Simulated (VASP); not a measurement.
A run of VASP 6.6.1:

The input INCAR:

```
PREC     = Accurate       # precision mode
ENCUT    = 700            # plane-wave cutoff, eV
EDIFF    = 1E-6           # SCF threshold, eV
ISMEAR   = -1             # smearing method
SIGMA    = 0.1            # smearing width, eV
LREAL    = False          # projectors in reciprocal space
LASPH    = True           # aspherical terms in the spheres
NELM     = 120            # most SCF steps
ALGO     = Normal         # electronic algorithm
ISIF     = 2              # what is computed and relaxed
LWAVE    = False          # write WAVECAR
LCHARG   = False          # write CHGCAR
GGA      = PS             # functional
NBANDS   = 23             # bands
GGA_COMPAT= False
```

KPOINTS

```
regular mesh
0
Gamma
  6 6 4
```

The input POSCAR:

```
CdO2
1.0
    3.4762295800      0.0000000000      0.0000000000
   -1.7381147900      3.0105031257      0.0000000000
    0.0000000000      0.0000000000      4.1480760000
Cd O
1 2
Direct
    0.0000000000      0.0000000000      0.0000000000
    0.6666666667      0.3333333333      0.7557810000
    0.3333333333      0.6666666667      0.2442190000
```

Potentials or basis: VASP PAW PBE potentials, release 64 (Cd_sv_GW, O).

The run is started by

```console
$ cat potpaw_PBE.64/Cd_sv_GW/POTCAR potpaw_PBE.64/O/POTCAR > POTCAR
$ mpirun -np 1 vasp_std > vasp.out
```

Hardware: 1 thread of AMD EPYC 9R45 96-Core Processor (Zen 5) (shared host).

**Question.** Estimate the wall time of this run.

**Answer.** Run time: 18 s on 1 thread of AMD EPYC 9R45 96-Core Processor (Zen 5), with other jobs on the host, peak memory 0.18 GiB. Counts: scf iterations 14, k points 24.
